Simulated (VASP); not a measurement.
Input of a VASP 6.6.1 run:

INCAR

```
METAGGA = TPSS
ISMEAR = 0
SIGMA = 0.03
LWAVE = F
LCHARG = F
NBANDS = 39
PREC = Accurate
LASPH = T
LREAL = F
ALGO = Normal
EDIFF = 1E-6
NELM = 120
GGA_COMPAT = F
ENCUT = 280
EFERMI = MIDGAP
LMIXTAU = T
KPAR = 4
```

File KPOINTS:

```
Automatic mesh
0
Gamma
  5 5 5
  0 0 0
```

File KPOINTS_OPT:

```
path GLB1,BZGX,QFP1Z,LP
12
line-mode
reciprocal
 0.0000000000  0.0000000000  0.0000000000  G
 0.5000000000  0.0000000000  0.0000000000  L

 0.5000000000  0.0000000000  0.0000000000  L
 0.5000000000  0.1771325325 -0.1771325325  B1

 0.8228674675  0.5000000000  0.1771325325  B
 0.5000000000  0.5000000000  0.5000000000  Z

 0.5000000000  0.5000000000  0.5000000000  Z
 0.0000000000  0.0000000000  0.0000000000  G

 0.0000000000  0.0000000000  0.0000000000  G
 0.3385662663  0.0000000000 -0.3385662663  X

 0.6614337337  0.3385662663  0.0000000000  Q
 0.5000000000  0.5000000000  0.0000000000  F

 0.5000000000  0.5000000000  0.0000000000  F
 0.6614337337  0.6614337337  0.1771325325  P1

 0.6614337337  0.6614337337  0.1771325325  P1
 0.5000000000  0.5000000000  0.5000000000  Z

 0.5000000000  0.0000000000  0.0000000000  L
 0.8228674675  0.3385662663  0.3385662663  P
```

Contents of POSCAR:

```
Bi2Se3
1.0
    2.0715000000      1.1959810826      9.5453333333
   -2.0715000000      1.1959810826      9.5453333333
    0.0000000000     -2.3919621653      9.5453333333
Bi Se
2 3
Direct
    0.5992000000      0.5992000000      0.5992000000
    0.4008000000      0.4008000000      0.4008000000
    0.7883000000      0.7883000000      0.7883000000
    0.2117000000      0.2117000000      0.2117000000
    0.0000000000      0.0000000000      0.0000000000
```

Potentials or basis: VASP PAW PBE potentials, release 64 (Bi_d, Se).

Command:

```console
$ cat potpaw_PBE.64/Bi_d/POTCAR potpaw_PBE.64/Se/POTCAR > POTCAR
$ mpirun -np 4 vasp_std > vasp.out
```

(1) Estimate the largest force.

(2) What does it give for the band gap on the k mesh?

(3) Predict the band gap along the path.

## Answers

(1) 0.194 eV/Å.

(2) 0.27 eV.

(3) 0.27 eV.

Caveat: the PAW data sets were made with another functional, which shifts forces and pressure a little; spin-orbit coupling is left out, which moves the levels of the heavy elements.
